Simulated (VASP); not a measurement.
Input of a VASP 6.6.1 run:

File INCAR:

```
PREC     = Accurate       # precision mode
ENCUT    = 520            # plane-wave cutoff, eV
EDIFF    = 1E-6           # SCF threshold, eV
ISMEAR   = 0              # smearing method
SIGMA    = 0.1            # smearing width, eV
LREAL    = False          # projectors in reciprocal space
LASPH    = True           # aspherical terms in the spheres
NELM     = 100            # most SCF steps
ALGO     = Normal         # electronic algorithm
ISIF     = 2              # what is computed and relaxed
LWAVE    = False          # write WAVECAR
LCHARG   = False          # write CHGCAR
GGA      = PE             # functional
NBANDS   = 20             # bands
```

KPOINTS

```
Automatic mesh
0
Gamma
  4 4 4
```

The input POSCAR:

```
Mg7O
1.0
    0.0000000000      3.9315929100      3.9315929100
    3.9315929100      0.0000000000      3.9315929100
    3.9315929100      3.9315929100      0.0000000000
Mg O
7 1
Direct
    0.0000000000      0.0000000000      0.5000000000
    0.5000000000      0.0000000000      0.5000000000
    0.0000000000      0.5000000000      0.5000000000
    0.5000000000      0.5000000000      0.0000000000
    0.0000000000      0.5000000000      0.0000000000
    0.5000000000      0.0000000000      0.0000000000
    0.5000000000      0.5000000000      0.5000000000
    0.0000000000      0.0000000000      0.0000000000
```

Potentials or basis: VASP PAW PBE potentials, release 64 (Mg, O).

Run with:

```console
$ cat potpaw_PBE.64/Mg/POTCAR potpaw_PBE.64/O/POTCAR > POTCAR
$ mpirun -np 1 vasp_std > vasp.out
```

(1) Estimate the band gap on the k mesh.

(2) Predict the pressure.

Answers

(1) zero (band 10 reaches 5.18 eV, above the bottom of band 11 at 3.76 eV).

(2) 20.7 GPa.
